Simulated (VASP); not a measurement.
Here is a VASP 6.6.1 calculation.

The input INCAR:

```
SYSTEM = C
PREC = Accurate ; ENCUT = 600
EDIFF = 1E-7 ; ISMEAR = -1
SIGMA = 0.05 ; LREAL = .False.
LASPH = .True. ; NELM = 60
ALGO = Normal ; ISIF = 3
LWAVE = .False. ; LCHARG = .False.
IBRION = 2 ; NSW = 60
EDIFFG = -0.01
```

Contents of KPOINTS:

```
regular mesh
0
Gamma
  13 13 8
  0 0 0
```

The input POSCAR:

```
C
1.0
    2.1273203072     -1.2282824400      0.0000000000
    2.1273203072      1.2282824400      0.0000000000
   -1.3790696309      0.0000000000      3.5028300786
C
2
Direct
    0.1666444700      0.1666444700      0.9999069600
    0.8333555300      0.8333555300      0.0000930400
```

Potentials or basis: VASP PAW LDA potentials, release 64 (C).

Run with:

```bash
$ cat potpaw_LDA.64/C/POTCAR > POTCAR
$ mpirun -np 1 vasp_std > vasp.out
```

(1) What does it give for the relaxed cell?

(2) What does it give for the space group after relaxing (to 0.1 Å)?

(3) Estimate the relaxed volume.

Results:

(1) a = 2.446 Å, b = 2.446 Å, c = 3.583 Å, α = 109.53°, β = 109.53°, γ = 60.00°.

(2) R-3m (No. 166).

(3) 8.56 Å³/atom.
